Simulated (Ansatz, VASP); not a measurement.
# Ti: VASP beside Ansatz

```
CELL_PARAMETERS angstrom
2.95000 0.00000 0.00000
-1.47500 2.55477 0.00000
0.00000 0.00000 4.82658
ATOMIC_POSITIONS crystal
Ti 0.33333 0.66667 0.25000
Ti 0.66667 0.33333 0.75000
```

Change from the starting cell: z stretched by +3 %, ions relaxed.

Alike in both runs: functional PBE; k mesh 18 × 18 × 10; occupations fermi-dirac, width 0.05 eV; no spin polarisation.

Ansatz relaxed the structure, and its values are those at the end. VASP's run is a single point on that final structure, the one shown.

|  | VASP | Ansatz |
| --- | --- | --- |
| version | VASP 6.6.1 | Ansatz 0.2.0 |
| potentials or method | VASP PAW PBE potentials, release 64 (Ti_sv) | plane-wave PAW, scalar-relativistic |
| plane-wave cutoff (eV) | 500 | 420 |
| valence electrons in the cell | 24 | 24 |

Ansatz gave:

```
pressure (GPa) : -4.6
```

Task: Which values does VASP return?

Result: Pressure (GPa): -4.8.

With one functional, cell and mesh, what is left measures potentials, basis and numerics. Ansatz's warnings: stress scf threshold loose.
